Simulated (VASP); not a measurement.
A run of VASP 6.6.1:

Contents of POSCAR:

```
Cu
1.0
    2.3533483971      0.0000000000      0.0000000000
   -1.1766741985      2.0380594958      0.0000000000
    0.0000000000      0.0000000000      7.6935279681
Cu
4
Direct
    0.0000000000      0.0000000000      0.0000000000
    0.3333333333      0.6666666667      0.2500000000
    0.0000000000      0.0000000000      0.5000000000
    0.6666666667      0.3333333333      0.7500000000
```

Contents of INCAR.step1:

```
SYSTEM = Cu
PREC = Accurate ; ENCUT = 520
ISMEAR = 0 ; SIGMA = 0.1
LREAL = .FALSE. ; LASPH = .TRUE.
NELM = 60 ; NBANDS = 30
GGA = PE ; ALGO = Normal
EDIFF = 1E-4 ; LWAVE = .TRUE.
LCHARG = .FALSE.
```

File INCAR.step2:

```
SYSTEM = Cu
PREC = Accurate ; ENCUT = 520
EDIFF = 1E-6 ; ISMEAR = 0
SIGMA = 0.1 ; LREAL = .FALSE.
LASPH = .TRUE. ; NELM = 60
ALGO = Normal ; ISIF = 2
LWAVE = .FALSE. ; LCHARG = .TRUE.
METAGGA = R2SCAN ; LMIXTAU = .TRUE.
LELF = .TRUE. ; LVHAR = .TRUE.
NBANDS = 30 ; ISTART = 1
```

KPOINTS

```
Automatic mesh
0
G
  24 24 6
  0 0 0
```

Potentials or basis: VASP PAW PBE potentials, release 64 (Cu).

Launch:

```sh
$ cat potpaw_PBE.64/Cu/POTCAR > POTCAR
$ cp INCAR.step1 INCAR
$ mpirun -np 1 vasp_std > vasp.out
$ cp INCAR.step2 INCAR
$ mpirun -np 1 vasp_std > vasp.out
```

Hardware: 1 thread of AMD EPYC 9R45 96-Core Processor (Zen 5), with other jobs on the host.

Problem. How long does it take, and how much memory?

Solution. It took 11 min on 1 thread of AMD EPYC 9R45 96-Core Processor (Zen 5) (shared host), peak memory 0.28 GiB. Counts: k points 244.
